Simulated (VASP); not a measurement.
Set up this calculation in VASP 6.6.1, as the native input.

```yaml
Task: single point
Functional: PBE
Dispersion: D3(BJ)
Potentials_or_basis: VASP PAW PBE potentials, release 64 (Ta_pv, N)
Cutoff: 520 eV
k_mesh: 9 × 9 × 1
Occupations: gaussian, width 0.1 eV
Spin: no spin polarisation
Dipole_correction: yes
Further_INCAR_settings: ALGO = Normal; EDIFF = 1e-06; NBANDS = 33
```

The structure of TaN lies in POSCAR:

```
TaN
1.0
    3.1000862557      0.0000000000      0.0000000000
    0.0000000000      3.1000862557      0.0000000000
    0.0000000000      0.0000000000     18.3841840274
Ta N
3 3
Direct
    0.0000000000      0.0000000000      0.3807620719
    0.5000000000      0.5000000000      0.5025606754
    0.0000000000      0.0000000000      0.6130021664
    0.5000000000      0.5000000000      0.3807620719
    0.0000000000      0.0000000000      0.4970429642
    0.5000000000      0.5000000000      0.6304787425
```

The input as run:

INCAR

```
PREC = Accurate
ENCUT = 520
EDIFF = 1E-6
ISMEAR = 0
SIGMA = 0.1
LREAL = False
LASPH = True
NELM = 60
ALGO = Normal
ISIF = 2
LWAVE = False
LCHARG = False
LDIPOL = True
IDIPOL = 3
DIPOL = 0.5 0.5 0.501
GGA = PE
IVDW = 12
NBANDS = 33
```

KPOINTS

```
regular mesh
0
Gamma
  9 9 1
```

Potentials or basis: VASP PAW PBE potentials, release 64 (Ta_pv, N).

Command:

```console
$ cat potpaw_PBE.64/Ta_pv/POTCAR potpaw_PBE.64/N/POTCAR > POTCAR
$ mpirun -np 1 vasp_std > vasp.out
```

It gave:

```yaml
Largest_force: 1.076 eV/Å
Band_gap_on_the_k_mesh: zero (band 24 reaches 1.82 eV, above the bottom of band 25 at 0.14 eV)
Dispersion_energy_per_atom: -0.308 eV
```

Caveat: spin-orbit coupling is left out, which moves the levels of the heavy elements.

Wall time 95 s on 1 thread of AMD EPYC 9R45 96-Core Processor (Zen 5) (shared host), peak memory 0.27 GiB.
